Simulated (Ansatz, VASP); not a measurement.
## N in VASP and in Ansatz

INCAR

```
  ALGO = Normal
  EDIFF = 1E-7
  ENCUT = 520
  GGA = PS
  ISIF = 2
  ISMEAR = 0
  LASPH = T
  LCHARG = F
  LREAL = F
  LWAVE = F
  NBANDS = 30
  NELM = 60
  PREC = Accurate
  SIGMA = 0.05
```

File KPOINTS:

```
k-points
0
Gamma
  6 6 2
```

Contents of POSCAR:

```
N
1.0
   -4.6258169325      0.0000000000      0.0000000000
   -2.3129084662     -4.0060749768      0.0000000000
   -0.7709694888      1.3353583256     15.2224973438
N
8
Direct
    0.0526165262      0.6140501404      0.8421504213
    0.2061447442      0.4605219224      0.3815657673
    0.0767013774      0.5899652892      0.7698958677
    0.2302295954      0.4364370712      0.3093112137
    0.6162421866      0.7170911468      0.1512734403
    0.4627139686      0.8706193648      0.6118580943
    0.6403270378      0.6930062956      0.0790188867
    0.4867988198      0.8465345136      0.5396035407
```

Input for Ansatz:

```yaml
crystal:
  lattice:
    - [-4.6258169325, 0.0, 0.0]
    - [-2.3129084662, -4.0060749768, 0.0]
    - [-0.7709694888, 1.3353583256, 15.2224973438]
  atoms:
    - { symbol: "N", position: [0.0526165262, 0.6140501404, 0.8421504213] }
    - { symbol: "N", position: [0.2061447442, 0.4605219224, 0.3815657673] }
    - { symbol: "N", position: [0.0767013774, 0.5899652892, 0.7698958677] }
    - { symbol: "N", position: [0.2302295954, 0.4364370712, 0.3093112137] }
    - { symbol: "N", position: [0.6162421866, 0.7170911468, 0.1512734403] }
    - { symbol: "N", position: [0.4627139686, 0.8706193648, 0.6118580943] }
    - { symbol: "N", position: [0.6403270378, 0.6930062956, 0.0790188867] }
    - { symbol: "N", position: [0.4867988198, 0.8465345136, 0.5396035407] }
basis:
  ecutwfc: 520.0
kpoints:
  mp_grid: { grid: [6, 6, 2] }
hamiltonian:
  xc: pbesol
scf:
  occupations: { method: gaussian, width: 0.05 }
output:
  forces: true
  stress: true
  eigenvalues: true
```

Alike in both runs: task single point; functional PBEsol; k mesh 6 × 6 × 2; occupations gaussian, width 0.05 eV; no spin polarisation.

|  | VASP | Ansatz |
| --- | --- | --- |
| version | VASP 6.6.1 | Ansatz 0.2.0 |
| potentials or method | VASP PAW PBE potentials, release 64 (N), cutoff 520 eV | scalar-relativistic, plane waves, PAW |
| valence electrons in the cell | 40 | 40 |

Ansatz gave:

* gap on the k mesh at the Fermi level (eV): 7.48
* least direct gap on the mesh (eV): 7.68
* pressure (GPa): 0.0
* traceless stress, the component that is largest in VASP (GPa): 0.00
* rms of the force components (eV/Å): 0.006

Question: What did VASP give for the same quantities?

Answer: gap on the k mesh at the Fermi level (eV): 7.44; least direct gap on the mesh (eV): 7.63; pressure (GPa): 1.4; traceless stress, the component that is largest in VASP (GPa): 3.08; rms of the force components (eV/Å): 1.090.

VASP's potentials were made for PBE, not for PBEsol. Atom by atom the forces differ by 1.086 eV/Å (rms over components). With one functional, cell and mesh, what is left measures potentials, basis and numerics.

Noted on VASP's run: the standard files for N, O and F lose accuracy on very short bonds.
